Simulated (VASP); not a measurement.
Be3CdS4:

```
Be Cd S
1.0
     7.23000    0.00000    0.00000
     0.00000    6.26000    0.00000
     0.00000    0.00000    5.90000
Be Cd S
6 2 8
Direct
  0.50000 0.83330 0.00000
  0.75000 0.33330 0.00000
  0.25000 0.33330 0.00000
  0.00000 0.16670 0.50000
  0.25000 0.66670 0.50000
  0.75000 0.66670 0.50000
  0.50000 0.16670 0.50000
  0.00000 0.83330 0.00000
  0.50000 0.83330 0.36500
  0.75000 0.33330 0.36500
  0.25000 0.33330 0.36500
  0.50000 0.16670 0.90500
  0.00000 0.16670 0.86500
  0.25000 0.66670 0.86500
  0.75000 0.66670 0.86500
  0.00000 0.83330 0.40500
```

- Program: VASP 6.6.1
- Task: relaxation of cell and atoms
- Functional: PBE
- Potentials or basis: VASP PAW PBE potentials, release 64 (Be, Cd, S)
- Cutoff: 600 eV
- k mesh: 2 × 2 × 2
- Occupations: gaussian, width 0.15 eV
- Spin: no spin polarisation

At the start: pressure 6.5 GPa; volume 16.69 Å³/atom.

Task: Where does the relaxation end?

Result: Over 10 steps the energy falls by 217.2 meV/atom and the volume is 16.94 Å³/atom (+1.5 %); space group Pmn2_1 (No. 31, to 0.1 Å) before and after.

The path:
```csv
step,energy change (eV),largest force (eV/Å),pressure (GPa),volume (Å³)
1,0.0000,4.5424,6.49,267.03
2,-2.7253,1.1165,-5.29,294.02
3,-2.7897,1.1352,-4.12,289.47
4,-3.3632,0.4489,-0.94,274.06
5,-3.4089,0.3060,0.54,268.59
6,-3.4442,0.2368,0.19,269.64
7,-3.4587,0.1646,-0.20,270.91
8,-3.4683,0.1150,0.07,270.15
9,-3.4716,0.1095,0.33,269.38
10,-3.4759,0.0598,-0.16,271.02
```

Final structure:
```cif
data_structure
_symmetry_space_group_name_H-M 'P 1'
_symmetry_Int_Tables_number 1
_cell_length_a 7.3082
_cell_length_b 6.2383
_cell_length_c 5.9447
_cell_angle_alpha 90.000
_cell_angle_beta 90.000
_cell_angle_gamma 90.000
_cell_volume 271.02
loop_
_atom_site_label
_atom_site_type_symbol
_atom_site_fract_x
_atom_site_fract_y
_atom_site_fract_z
_atom_site_occupancy
Be1 Be 0.50000 0.81515 0.99923 1
Be2 Be 0.75014 0.33963 0.99811 1
Be3 Be 0.24986 0.33963 0.99811 1
Be4 Be 0.00000 0.18485 0.49923 1
Be5 Be 0.25014 0.66037 0.49811 1
Be6 Be 0.74986 0.66037 0.49811 1
Cd1 Cd 0.50000 0.16447 0.50572 1
Cd2 Cd 0.00000 0.83553 0.00572 1
S1 S 0.50000 0.78353 0.35804 1
S2 S 0.77868 0.35219 0.35625 1
S3 S 0.22132 0.35219 0.35625 1
S4 S 0.50000 0.15499 0.92829 1
S5 S 0.00000 0.21647 0.85804 1
S6 S 0.27868 0.64781 0.85625 1
S7 S 0.72132 0.64781 0.85625 1
S8 S 0.00000 0.84501 0.42829 1
```

Caveat: the k points lie up to 0.53 Å⁻¹ apart in the final cell; the relaxation stopped at a loose force limit of 0.08 eV/Å, so its end isn't a converged minimum.
